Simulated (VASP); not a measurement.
# MgO (Amm2) in VASP: notebook, part 2 of 2

VASP 6.6.1.

### Step 4. Single point, PBE (strain +0.0400 x Voigt [0, 1, 0, 0, 0, 0])

File INCAR:

```
ALGO = Normal ; EDIFF = 1E-6
ENCUT = 520 ; GGA = PE
ISIF = 2 ; ISMEAR = 0
LASPH = T ; LCHARG = F
LREAL = F ; LWAVE = F
NBANDS = 11 ; NELM = 100
PREC = Accurate ; SIGMA = 0.05
```

File KPOINTS:

```
k-points
0
Gamma
  9 9 8
```

File POSCAR:

```
MgO
1.0
    2.9380209034      0.0000000000      0.0000000000
   -1.4690104517      2.6461767688      0.0000000000
    0.0000000000      0.0000000000      2.6796800000
Mg O
1 1
Direct
    0.0000000000      0.0000000000      0.0000000000
    0.3333333333      0.6666666667      0.5000000000
```

Run with:

```console
$ cat potpaw_PBE.64/Mg/POTCAR potpaw_PBE.64/O/POTCAR > POTCAR
$ mpirun -np 1 vasp_std > vasp.out
```

It took 27 s on 1 thread of Intel Xeon 8259CL, shared host; peak memory 0.16 GiB.

The run converged. Its results:

| Property | Result |
| --- | --- |
| Free energy | -11.1977 eV |
| Pressure | -5.1 GPa |
| Largest force | 0.038 eV/Å |
| Band gap on the k mesh | 2.59 eV, indirect (least direct gap 2.95 eV) |

Forces in eV/Å, atoms in the order of the input:
```
Mg   0.000 -0.038  0.000
O    0.000  0.038  0.000
```

Stress tensor (GPa, compression positive):
```
 -3.47   0.00   0.00
  0.00 -12.41   0.00
  0.00   0.00   0.57
```

Levels at points of the mesh, in eV from the valence-band top:
```
           k point  band 1  band 2  band 3  band 4  band 5  band 6  band 7  band 8  band 9
(0.00, 0.00, 0.00)  -17.38   -0.92   -0.70   -0.36    2.59   11.69   14.44   15.27   19.12
(0.00, 0.00, 0.50)  -16.34   -5.24   -0.36   -0.20    7.67    8.66   16.60   17.54   17.57
```

Caveat: the cell differs from its parent crystal (strain +0.0400 x Voigt [0, 1, 0, 0, 0, 0]).

### Step 5. Single point, PBE (strain +0.0350 x Voigt [0, 1, 0, 0, 0, 0])

File INCAR:

```
ALGO = Normal ; EDIFF = 1E-7
ENCUT = 520 ; GGA = PE
ISIF = 2 ; ISMEAR = 0
LASPH = T ; LCHARG = F
LREAL = F ; LWAVE = F
NBANDS = 11 ; NELM = 60
PREC = Accurate ; SIGMA = 0.05
```

KPOINTS is that of step 4.

File POSCAR:

```
MgO
1.0
    2.9380209034      0.0000000000      0.0000000000
   -1.4690104517      2.6334547651      0.0000000000
    0.0000000000      0.0000000000      2.6796800000
Mg O
1 1
Direct
    0.0000000000      0.0000000000      0.0000000000
    0.3333333333      0.6666666667      0.5000000000
```

Potentials or basis: VASP PAW PBE potentials, release 64 (Mg, O).

Run with:

```console
$ cat potpaw_PBE.64/Mg/POTCAR potpaw_PBE.64/O/POTCAR > POTCAR
$ mpirun -np 1 vasp_std > vasp.out
```

OUTCAR:

```text
EDIFF = 1E-7
   ENCUT = 520
   GGA = PE
   ISIF = 2
   ISMEAR = 0
   LASPH = T
   LREAL = F
   NELM = 60
   PREC = Accurate

 ion  position               nearest neighbor table
   1  0.000  0.000  0.000-   2 2.17   2 2.17   2 2.17   2 2.17   2 2.21   2 2.21
   2  0.333  0.667  0.500-   1 2.17   1 2.17   1 2.17   1 2.17   1 2.21   1 2.21

  LATTYP: Found a base centered orthorhombic cell.
 ALAT       =     2.9380209034
 B/A-ratio  =     1.7926725859
 C/A-ratio  =     0.9120697531

[... 525 lines left out ...]

------------------------ aborting loop because EDIFF is reached ----------------------------------------

  FORCE on cell =-STRESS in cart. coord.  units (eV):
  Direction    XX          YY          ZZ          XY          YZ          ZX
  --------------------------------------------------------------------------------------
  -------------------------------------------------------------------------------------
  Total       -0.4104812     -1.4303745      0.0507734      0.0000000      0.0000000      0.0000000
  in kB      -31.7205078   -110.5341962      3.9235832      0.0000000      0.0000000      0.0000000
  external PRESSURE =     -46.1103736 kB  Pullay stress =       0.0000000 kB

 VOLUME and BASIS-vectors are now :
 -----------------------------------------------------------------------------
  energy-cutoff  :      520.00
  volume of cell :       20.73
      direct lattice vectors                 reciprocal lattice vectors
     2.938020903  0.000000000  0.000000000     0.340365175  0.189864662  0.000000000
    -1.469010452  2.633454765  0.000000000     0.000000000  0.379729325  0.000000000
     0.000000000  0.000000000  2.679680000     0.000000000  0.000000000  0.373178887

 POSITION                                       TOTAL-FORCE (eV/Angst)
 -----------------------------------------------------------------------------------
      0.00000      0.00000      0.00000        -0.000000     -0.029014      0.000000
     -0.00000      1.75564      1.33984         0.000000      0.029014      0.000000
 -----------------------------------------------------------------------------------
    total drift:                                0.000000      0.000225     -0.000000

  FREE ENERGIE OF THE ION-ELECTRON SYSTEM (eV)
  ---------------------------------------------------
  free  energy   TOTEN  =       -11.2049582307 eV

  energy  without entropy=      -11.2049582307  energy(sigma->0) =      -11.20495823
```

stdout:

```text
POSCAR found type information on POSCAR MgO
 POSCAR found :  2 types and       2 ions
 scaLAPACK will be used
 LDA part: xc-table for (Slater+PW92), standard interpolation
 POSCAR, INCAR and KPOINTS ok, starting setup
 FFT: planning ... GRIDC
 FFT: planning ... GRID_SOFT
 FFT: planning ... GRID
 WAVECAR not read
 entering main loop
```

It took 26 s on 1 thread of Intel Xeon 8259CL, shared host; peak memory 0.16 GiB.

Results:

```yaml
Free_energy: -11.2050 eV
Pressure: -4.6 GPa
Largest_force: 0.029 eV/Å
Band_gap_on_the_k_mesh: 2.64 eV, indirect (least direct gap 3.00 eV)
```

Forces on the atoms (eV/Å):
```
Mg   0.000 -0.029  0.000
O    0.000  0.029  0.000
```

Caveat: the cell differs from its parent crystal (strain +0.0350 x Voigt [0, 1, 0, 0, 0, 0]).

### Step 6. The runs side by side

```csv
cell,gap on the mesh (eV),pressure (GPa),largest force (eV/Å)
"a = 2.938, b = 2.960, c = 2.680 Å, angles 90.0, 90.0, 119.8°, 2 atoms",2.90,-1.9,-
"a = 2.938, b = 2.982, c = 2.680 Å, angles 90.0, 90.0, 119.5°, 2 atoms",2.80,-3.0,0.01
"a = 2.938, b = 3.027, c = 2.680 Å, angles 90.0, 90.0, 119.0°, 2 atoms",2.59,-5.1,0.04
"a = 2.938, b = 3.015, c = 2.680 Å, angles 90.0, 90.0, 119.2°, 2 atoms",2.64,-4.6,0.03
```

Alike in all rows: task single point; level PBE; potentials or basis VASP PAW PBE potentials, release 64 (Mg, O); no spin polarisation; k mesh 9 × 9 × 8; cutoff (eV) 520; smearing gaussian 0.05 eV.

Absolute energies hang on the potentials; compare differences alone.
